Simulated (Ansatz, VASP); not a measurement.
One calculation of GdO, two programs

POSCAR

```
GdO
1.0
    0.0000000000      2.7000000000      2.7000000000
    2.7000000000      0.0000000000      2.7000000000
    2.7000000000      2.7000000000      0.0000000000
Gd O
1 1
Direct
    0.0000000000      0.0000000000      0.0000000000
    0.2500000000      0.2500000000      0.2500000000
```

Contents of INCAR.step1:

```
PREC = Accurate
ENCUT = 520
ISMEAR = -1
SIGMA = 0.05
LREAL = F
LASPH = T
NELM = 150
ISPIN = 2
MAGMOM = 7 0
LMAXMIX = 6
NBANDS = 23
GGA = PE
ALGO = Normal
EDIFF = 1E-4
LWAVE = T
LCHARG = F
```

Contents of INCAR.step2:

```
PREC = Accurate
ENCUT = 520
EDIFF = 1E-6
ISMEAR = -1
SIGMA = 0.05
LREAL = F
LASPH = T
NELM = 150
ALGO = Normal
ISIF = 2
LWAVE = F
LCHARG = F
ISPIN = 2
MAGMOM = 7 0
LORBIT = 11
LMAXMIX = 6
METAGGA = R2SCAN
LMIXTAU = T
NBANDS = 23
ISTART = 1
```

The input KPOINTS:

```
regular mesh
0
Gamma
  9 9 9
```

File input.yaml:

```yaml
crystal:
  lattice:
    - [0.0, 2.7, 2.7]
    - [2.7, 0.0, 2.7]
    - [2.7, 2.7, 0.0]
  atoms:
    - { symbol: Gd, position: [0.0, 0.0, 0.0], spin: 7.0 }
    - { symbol: O, position: [0.25, 0.25, 0.25] }
hamiltonian:
  xc: r2scan
  pseudopotentials: { kind: paw }
magnetization:
  spin_polarized: true
kpoints:
  mp_grid: { grid: [9, 9, 9] }
scf:
  occupations: { method: fermi_dirac, width: 0.05 }
output:
  forces: true
  stress: true
  eigenvalues: true
```

Alike in both runs: task single point; functional r2SCAN; k mesh 9 × 9 × 9; occupations fermi-dirac, width 0.05 eV; collinear spin.

```csv
,VASP,Ansatz
version,VASP 6.6.1,Ansatz 0.2.0
potentials or method,"VASP PAW PBE potentials, release 64 (Gd, O)",Ansatz PAW
plane-wave cutoff (eV),520,500
valence electrons in the cell,24,24
```

Ansatz gave:

* gap on the k mesh at the Fermi level (eV): none
* pressure (GPa): -2.3
* net moment per atom (μB): 3.97
* size of the moment on the site where the two differ most (μB): 7.03

Q: Estimate VASP's values.

A: gap on the k mesh at the Fermi level (eV): none; pressure (GPa): -2.4; net moment per atom (μB): 3.97; size of the moment on the site where the two differ most (μB): 6.99.

VASP's potentials were made for PBE, not for r2SCAN. Site moments also hang on the region over which each program counts them. A gap of «none» marks a metal or a gap that the smearing closes.

Neither program's run includes spin-orbit coupling. Noted on Ansatz's run: the magnetic or orbital state may not be the lowest.
